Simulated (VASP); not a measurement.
# ZnSn4N (F-43m) in VASP: notebook

Runs on ZnSn4N. Level: PBE. Tasks: single point, relaxation of cell and atoms.

Program: VASP 6.6.1. These are calculated values, not measurements. Logs are shortened: lines on timing, memory, paths and dates and some standing lists are left out, and cuts for length are marked.

## 1. The cell of the first run

Symmetry: F-43m, No. 216, cubic system. The conventional cell has a = 7.982 Å, b = 7.982 Å, c = 7.982 Å, α = 90.00°, β = 90.00°, γ = 90.00°. Within 4.4 Å of Zn (site symmetry -43m) lie 12 Sn at 3.31 Å and 4 N at 3.46 Å. Sn (site symmetry 3m) has 6 Sn at 2.78 to 2.87 Å and 3 N at 3.30 Å and 3 Zn at 3.31 Å within 3.7 Å. Within 4.3 Å of N (site symmetry -43m) lie 12 Sn at 3.30 Å and 4 Zn at 3.46 Å.

The cell was generated, and may not be a known phase.

## 2. Single point, PBE

INCAR

```
PREC     = Accurate       # precision mode
ENCUT    = 520            # plane-wave cutoff, eV
EDIFF    = 1E-7           # SCF threshold, eV
ISMEAR   = 0              # smearing method
SIGMA    = 0.1            # smearing width, eV
LREAL    = F              # projectors in reciprocal space
LASPH    = T              # aspherical terms in the spheres
NELM     = 80             # most SCF steps
ALGO     = Normal         # electronic algorithm
ISIF     = 2              # what is computed and relaxed
LWAVE    = F              # write WAVECAR
LCHARG   = F              # write CHGCAR
GGA      = PE             # functional
NBANDS   = 46             # bands
```

KPOINTS

```
regular mesh
0
Gamma
  4 4 4
```

POSCAR

```
ZnSn4N
1.0
    0.0000000000      3.9910613800      3.9910613800
    3.9910613800      0.0000000000      3.9910613800
    3.9910613800      3.9910613800      0.0000000000
Zn Sn N
1 4 1
Direct
    0.0000000000      0.0000000000      0.0000000000
    0.1309999200      0.6230000300      0.6230000300
    0.6230000300      0.6230000300      0.6230000300
    0.6230000300      0.1309999200      0.6230000300
    0.6230000300      0.6230000300      0.1309999200
    0.2500000000      0.2500000000      0.2500000000
```

Potentials or basis: VASP PAW PBE potentials, release 64 (Zn, Sn_d, N).

The run is started by

```
$ cat potpaw_PBE.64/Zn/POTCAR potpaw_PBE.64/Sn_d/POTCAR potpaw_PBE.64/N/POTCAR > POTCAR
$ mpirun -np 1 vasp_std > vasp.out
```

OUTCAR:

```text
PREC = Accurate
   ENCUT = 520
   EDIFF = 1E-7
   ISMEAR = 0
   LREAL = F
   LASPH = T
   NELM = 80
   ISIF = 2
   GGA = PE

 ion  position               nearest neighbor table
   1  0.000  0.000  0.000-   2 3.31   4 3.31   5 3.31   3 3.31   3 3.31   3 3.31   2 3.31   5 3.31
                             4 3.31   2 3.31   4 3.31   5 3.31
   2  0.131  0.623  0.623-   3 2.78   4 2.78   5 2.78   4 2.87   5 2.87   3 2.87   1 3.31   1 3.31
                             1 3.31
   3  0.623  0.623  0.623-   2 2.78   4 2.78   5 2.78   2 2.87   4 2.87   5 2.87   1 3.31   1 3.31
                             1 3.31
   4  0.623  0.131  0.623-   2 2.78   3 2.78   5 2.78   2 2.87   5 2.87   3 2.87   1 3.31   1 3.31
                             1 3.31
   5  0.623  0.623  0.131-   2 2.78   3 2.78   4 2.78   4 2.87   2 2.87   3 2.87   1 3.31   1 3.31
                             1 3.31
   6  0.250  0.250  0.250-

  LATTYP: Found a face centered cubic cell.
 ALAT       =     7.9821227600

  Lattice vectors:

 A1 = (   0.0000000000,   3.9910613800,   3.9910613800)
 A2 = (   3.9910613800,   0.0000000000,   3.9910613800)
 A3 = (   3.9910613800,   3.9910613800,   0.0000000000)

Analysis of symmetry for initial positions (statically):
=====================================================================
 Subroutine PRICEL returns:
 Original cell was already a primitive cell.

 Routine SETGRP: Setting up the symmetry group for a
 face centered cubic supercell.

 Subroutine GETGRP returns: Found 24 space group operations
 (whereof 24 operations were pure point group operations)
 out of a pool of 48 trial point group operations.

The static configuration has the point symmetry T_d .

Analysis of symmetry for dynamics (positions and initial velocities):
=====================================================================
 Subroutine PRICEL returns:
 Original cell was already a primitive cell.

 Routine SETGRP: Setting up the symmetry group for a
 face centered cubic supercell.

 Subroutine GETGRP returns: Found 24 space group operations
 (whereof 24 operations were pure point group operations)
 out of a pool of 48 trial point group operations.

The dynamic configuration has the point symmetry T_d .

 Subroutine INISYM returns: Found 24 space group operations
 (whereof 24 operations are pure point group operations),
 and found     1 'primitive' translations

----------------------------------------------------------------------------------------

                                     Primitive cell

  volume of cell :     127.1438

  direct lattice vectors                    reciprocal lattice vectors
     0.000000000  3.991061380  3.991061380    -0.125279957  0.125279957  0.125279957
     3.991061380  0.000000000  3.991061380     0.125279957 -0.125279957  0.125279957
     3.991061380  3.991061380  0.000000000     0.125279957  0.125279957 -0.125279957

  length of vectors
     5.644213132  5.644213132  5.644213132     0.216991252  0.216991252  0.216991252

  position of ions in fractional coordinates (direct lattice)
     0.000000000  0.000000000  0.000000000
     0.130999920  0.623000030  0.623000030
     0.623000030  0.623000030  0.623000030
     0.623000030  0.130999920  0.623000030
     0.623000030  0.623000030  0.130999920
     0.250000000  0.250000000  0.250000000

  ion indices of the primitive-cell ions
   primitive index   ion index
                 1           1
                 2           2
                 3           3
                 4           4
                 5           5
                 6           6

----------------------------------------------------------------------------------------

 KPOINTS: regular mesh

Automatic generation of k-mesh.
 Grid dimensions read from file:
 generate k-points for:    4    4    4

 Generating k-lattice:

  Cartesian coordinates                     Fractional coordinates (reciprocal lattice)
    -0.031319989  0.031319989  0.031319989     0.250000000  0.000000000  0.000000000
     0.031319989 -0.031319989  0.031319989     0.000000000  0.250000000  0.000000000
     0.031319989  0.031319989 -0.031319989     0.000000000  0.000000000  0.250000000

  Length of vectors
     0.054247813  0.054247813  0.054247813

  Shift w.r.t. Gamma in fractional coordinates (k-lattice)
     0.000000000  0.000000000  0.000000000

 Subroutine IBZKPT returns following result:
 ===========================================

 Found      8 irreducible k-points:

 Following reciprocal coordinates:
            Coordinates               Weight
  0.000000  0.000000  0.000000      1.000000
  0.250000  0.000000  0.000000      8.000000
  0.500000  0.000000  0.000000      4.000000
  0.250000  0.250000  0.000000      6.000000
  0.500000  0.250000  0.000000     24.000000
 -0.250000  0.250000  0.000000     12.000000
  0.500000  0.500000  0.000000      3.000000
 -0.250000  0.500000  0.250000      6.000000
   k-points           NKPTS =      8   k-points in BZ     NKDIM =      8   number of bands    NBANDS=     46
   number of dos      NEDOS =    301   number of ions     NIONS =      6
   total plane-waves  NPLWV =  74088
   dimension x,y,z NGX =    42 NGY =   42 NGZ =   42
   dimension x,y,z NGXF=    84 NGYF=   84 NGZF=   84
   ions per type =               1   4   1
   NGX,Y,Z   is equivalent  to a cutoff of  12.37, 12.37, 12.37 a.u.
   NGXF,Y,Z  is equivalent  to a cutoff of  24.74, 24.74, 24.74 a.u.
 SYSTEM =  unknown system
   PREC   = accura    normal or accurate (medium, high low for compatibility)
   ISTART =      0    job   : 0-new  1-cont  2-samecut
   ICHARG =      2    charge: 1-file 2-atom 10-const
   ISPIN  =      1    spin polarized calculation?
   LNONCOLLINEAR =      F non collinear calculations
   LSORBIT =      F    spin-orbit coupling
   LASPH  =      T    aspherical Exc in radial PAW
   ENCUT  =  520.0 eV  38.22 Ry    6.18 a.u.  10.49 10.49 10.49*2*pi/ulx,y,z
   NELM   =     80;   NELMIN=  2; NELMDL= -5     # of ELM steps
   EDIFF  = 0.1E-06   stopping-criterion for ELM
   LREAL  =      F    real-space projection
   EDIFFG = 0.1E-05   stopping-criterion for IOM
   NSW    =      0    number of steps for IOM
   IBRION =     -1    ionic relax: 0-MD 1-quasi-New 2-CG
   NFREE  =      0    steps in history (QN), initial steepest desc. (CG)
   ISIF   =      2    stress and relaxation
   ISYM   =      2    0-nonsym 1-usesym 2-fastsym
   POTIM  = 0.5000    time-step for ionic-motion
   TEBEG  =    0.0;   TEEND  =   0.0 temperature during run
   PSTRESS=    0.0 pullay stress
   NELECT =      73.0000    total number of electrons
   NUPDOWN=      -1.0000    fix difference up-down
   EMIN   =  10.00;   EMAX   =-10.00  energy-range for DOS
   EFERMI =   0.00;   METHOD = LEGACY
   ISMEAR =     0;   SIGMA  =   0.10  broadening in eV -4-tet -1-fermi 0-gaus
   EFERMI_NEDOS =   21; number of points for ismear=-14 and -15
   IALGO  =     38    algorithm
   IMIX   =      4    mixing-type and parameters
     AMIX     =   0.40;   BMIX     =  1.00
     AMIX_MAG =   1.60;   BMIX_MAG =  1.00
  volume/ion in A,a.u.               =      21.19       143.00
  Fermi-wavevector in a.u.,A,eV,Ry     =   1.360663  2.571281 25.189894  1.851405
  Thomas-Fermi vector in A             =   2.487306
   LORBIT       =      0    0 simple, 1 ext, 2 COOP (PROOUT), +10 PAW based schemes
   GGA     = PE    functional components
   LHFCALC =     F    Hartree Fock is set to
   AEXX    =    0.0000 exact exchange contribution
   IVDW    =     0    specifies the selected vdW correction
   LEPSILON=     F    determine dielectric tensor
   LRPA    =     F    only Hartree local field effects (RPA)
 non-spin polarized calculation
 Gauss-broadening in eV      SIGMA  =   0.10
  energy-cutoff  :      520.00
  volume of cell :      127.14
 maximum number of plane-waves:      3479
 NGX is ok and might be reduce to    42
   NGX = 21   NGY = 21   NGZ = 21

 number of electron      73.0000025 magnetization

 Free energy of the ion-electron system (eV)
  ---------------------------------------------------
  ext. energy  EPLUGINS =         0.00000000
  ---------------------------------------------------
  free energy    TOTEN  =       -16.76057053 eV

  energy without entropy =      -16.72575304  energy(sigma->0) =      -16.74316179

 E-fermi :   7.3501     XC(G=0): -10.6718

 val. band max:        7.3439692425   @ k =   0.2500   0.2500   0.0000
 cond. band min:       7.4609096141   @ k =   0.5000   0.2500   0.0000
 fundamental gap:      0.1169403716
 Fermi energy:         7.3501329513

 k-point     1 :       0.0000    0.0000    0.0000
  band No.  band energies     occupation
      1     -15.0613      2.00000
      2     -14.8030      2.00000
      3     -14.8030      2.00000
      4     -14.8030      2.00000
      5     -14.7721      2.00000
      6     -14.7721      2.00000
[... 38 lines left out ...]
     45      15.1929      0.00000
     46      15.1929      0.00000

 k-point     2 :       0.2500    0.0000    0.0000
  band No.  band energies     occupation
      1     -14.9892      2.00000
      2     -14.7793      2.00000
      3     -14.7793      2.00000
      4     -14.7724      2.00000
      5     -14.6864      2.00000
      6     -14.6864      2.00000
[... 38 lines left out ...]
     45      13.1884      0.00000
     46      14.2182      0.00000

 k-point     3 :       0.5000    0.0000    0.0000
  band No.  band energies     occupation
      1     -14.9234      2.00000
      2     -14.7699      2.00000
      3     -14.7699      2.00000
      4     -14.6708      2.00000
      5     -14.4876      2.00000
      6     -14.4876      2.00000
[... 234 lines left out ...]
     45      12.0132      0.00000
     46      12.9784      0.00000

 k-point     8 :      -0.2500    0.5000    0.2500
  band No.  band energies     occupation
      1     -14.7621      2.00000
      2     -14.7229      2.00000
      3     -14.7183      2.00000
      4     -14.6972      2.00000
      5     -14.5386      2.00000
      6     -14.4988      2.00000
[... 38 lines left out ...]
     45      13.1703      0.00000
     46      13.5877      0.00000

------------------------ aborting loop because EDIFF is reached ----------------------------------------

  FORCE on cell =-STRESS in cart. coord.  units (eV):
  Direction    XX          YY          ZZ          XY          YZ          ZX
  --------------------------------------------------------------------------------------
  -------------------------------------------------------------------------------------
  Total       10.9975326     10.9975326     10.9975326     -0.0000000     -0.0000000     -0.0000000
  in kB      138.5832125    138.5832125    138.5832125     -0.0000000     -0.0000000     -0.0000000
  external PRESSURE =     138.5832125 kB  Pullay stress =       0.0000000 kB

 VOLUME and BASIS-vectors are now :
 -----------------------------------------------------------------------------
  energy-cutoff  :      520.00
  volume of cell :      127.14
      direct lattice vectors                 reciprocal lattice vectors
     0.000000000  3.991061380  3.991061380    -0.125279957  0.125279957  0.125279957
     3.991061380  0.000000000  3.991061380     0.125279957 -0.125279957  0.125279957
     3.991061380  3.991061380  0.000000000     0.125279957  0.125279957 -0.125279957

 POSITION                                       TOTAL-FORCE (eV/Angst)
 -----------------------------------------------------------------------------------
      0.00000      0.00000      0.00000        -0.000000      0.000000      0.000000
      4.97286      3.00926      3.00926         0.657276     -0.657276     -0.657276
      4.97286      4.97286      4.97286         0.657276      0.657276      0.657276
      3.00926      4.97286      3.00926        -0.657276      0.657276     -0.657276
      3.00926      3.00926      4.97286        -0.657276     -0.657276      0.657276
      1.99553      1.99553      1.99553         0.000000      0.000000      0.000000
 -----------------------------------------------------------------------------------
    total drift:                               -0.000039     -0.000039     -0.000039

  FREE ENERGIE OF THE ION-ELECTRON SYSTEM (eV)
  ---------------------------------------------------
  free  energy   TOTEN  =       -16.7605705313 eV

  energy  without entropy=      -16.7257530398  energy(sigma->0) =      -16.74316179
```

It took 80 s on 1 thread of Intel Xeon 8581C, shared host; peak memory 0.27 GiB.

Results:

- Free energy: -16.7606 eV
- Pressure: 13.9 GPa
- Largest force: 1.138 eV/Å
- Band gap on the k mesh: zero (an odd number of electrons rules out a gap without spin polarisation)

Forces in eV/Å, atoms in the order of the input:
```
Zn   0.000  0.000  0.000
Sn   0.657 -0.657 -0.657
Sn   0.657  0.657  0.657
Sn  -0.657  0.657 -0.657
Sn  -0.657 -0.657  0.657
N    0.000  0.000  0.000
```

Caveat: the cell stands under pressure; spin-orbit coupling is left out, which moves the levels of the heavy elements; forces of over 1 eV/Å act on the atoms, so gaps and moduli don't describe the material at rest.

## 3. Single point, PBE

This run uses another cell than the first one, of 26.06 Å³/atom.

INCAR, as its differences from that of step 2:

```diff
@@ -2,3 +2,3 @@
 ENCUT    = 520            # plane-wave cutoff, eV
-EDIFF    = 1E-7           # SCF threshold, eV
+EDIFF    = 1E-6           # SCF threshold, eV
 ISMEAR   = 0              # smearing method
```

KPOINTS

```
regular mesh
0
Gamma
  8 8 8
```

POSCAR

```
ZnSn4N
1.0
    0.0000000000      4.2757342474      4.2757342474
    4.2757342474      0.0000000000      4.2757342474
    4.2757342474      4.2757342474      0.0000000000
Zn Sn N
1 4 1
Direct
    0.0000000000      0.0000000000      0.0000000000
    0.3751810180      0.3751810180      0.8744569460
    0.3751810180      0.8744569460      0.3751810180
    0.8744569460      0.3751810180      0.3751810180
    0.3751810180      0.3751810180      0.3751810180
    0.7500000000      0.7500000000      0.7500000000
```

Potentials or basis: VASP PAW PBE potentials, release 64 (Zn, Sn_d, N).

The run is started by

```
$ cat potpaw_PBE.64/Zn/POTCAR potpaw_PBE.64/Sn_d/POTCAR potpaw_PBE.64/N/POTCAR > POTCAR
$ mpirun -np 1 vasp_std > vasp.out
```

Wall time 4.3 min (1 thread of Intel Xeon 8581C, shared host); peak memory 0.43 GiB.

It converged, with:

* Free energy: -17.8164 eV
* Pressure: -0.1 GPa
* Band gap on the k mesh: zero (an odd number of electrons rules out a gap without spin polarisation)

Levels at points of the mesh, in eV from the Fermi level:
```tsv
k point	band 34	band 35	band 36	band 37	band 38	band 39	band 40	band 41
(0.00, 0.00, 0.00)	-2.82	-1.78	-0.62	-0.62	-0.43	-0.43	-0.43	3.69
(0.50, 0.00, 0.00)	-1.27	-0.35	-0.16	-0.16	1.09	1.09	1.54	2.15
(0.50, 0.50, 0.00)	-0.57	-0.15	0.01	1.10	1.10	1.58	1.69	1.83
```

Caveat: spin-orbit coupling is left out, which moves the levels of the heavy elements.

(Continued in part 2 of 2.)

The gap in the log of VASP goes by the Fermi energy; the results here count the filled bands.